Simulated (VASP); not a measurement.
A run of VASP 6.6.1:

INCAR

```
SYSTEM = Ru
ALGO = Normal
EDIFF = 1E-7
ENCUT = 520
GGA = PE
ISIF = 2
ISMEAR = -1
LASPH = .TRUE.
LCHARG = .TRUE.
LELF = .TRUE.
LREAL = .FALSE.
LVHAR = .TRUE.
LWAVE = .FALSE.
NBANDS = 21
NELM = 80
PREC = Accurate
SIGMA = 0.06122561905347299
```

The input KPOINTS:

```
k-points
0
G
  17 17 17
  0 0 0
```

POSCAR

```
Ru
1.0
    0.0000000000      2.7282381616      2.7282381616
    2.7282381616      0.0000000000      2.7282381616
    2.7282381616      2.7282381616      0.0000000000
Ru
2
Direct
    0.0000000000      0.0000000000      0.0000000000
    0.2500000000      0.2500000000      0.2500000000
```

Potentials or basis: VASP PAW PBE potentials, release 64 (Ru_pv).

The run is started by

```bash
$ cat potpaw_PBE.64/Ru_pv/POTCAR > POTCAR
$ mpirun -np 1 vasp_std > vasp.out
```

Hardware: 1 thread of Intel(R) Xeon(R) Platinum 8375C CPU @ 2.90GHz (Ice Lake), with other jobs on the host.

Task: How long does it take, and how much memory?

Result: It took 2.1 min on 1 thread of Intel(R) Xeon(R) Platinum 8375C CPU @ 2.90GHz (Ice Lake), on a shared host, peak memory 0.24 GiB. Counts: scf iterations 14, k points 165.
